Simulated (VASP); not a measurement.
Ag: single point with PBEsol+D3(BJ)

Ag:

```
Ag
1.0
     0.00000    2.03000    2.03000
     2.03000    0.00000    2.03000
     2.03000    2.03000    0.00000
Ag
1
Direct
  0.00000 0.00000 0.00000
```

* Program: VASP 6.6.1
* Task: single point
* Functional: PBEsol
* Dispersion: D3(BJ)
* Potentials or basis: VASP PAW PBE potentials, release 64 (Ag)
* Cutoff: 500 eV
* k mesh: 8 × 8 × 8
* Occupations: gaussian, width 0.1 eV
* Spin: no spin polarisation

```json
{
  "Pressure": "-5.5 GPa",
  "Dispersion energy per atom": "-0.556 eV"
}
```

Levels at points of the mesh, in eV from the Fermi level:
```
           k point  band 3  band 4  band 5  band 6  band 7  band 8  band 9  band 10
(0.00, 0.00, 0.00)   -4.64   -4.64   -3.55   -3.55   16.22   19.90   19.90    19.90
(0.50, 0.00, 0.00)   -4.66   -2.73   -2.73   -0.32    3.89   15.45   18.20    18.20
(0.50, 0.50, 0.00)   -2.76   -2.51   -2.51    1.72    7.06   10.89   10.89    17.59
```

Run time: 12 s on 1 thread of Intel Xeon 8259CL, with other jobs on the host, peak memory 0.15 GiB.

Caveat: the PAW data sets were made with another functional, which shifts forces and pressure a little; pairwise dispersion overbinds metals, which lowers pressure and volume.
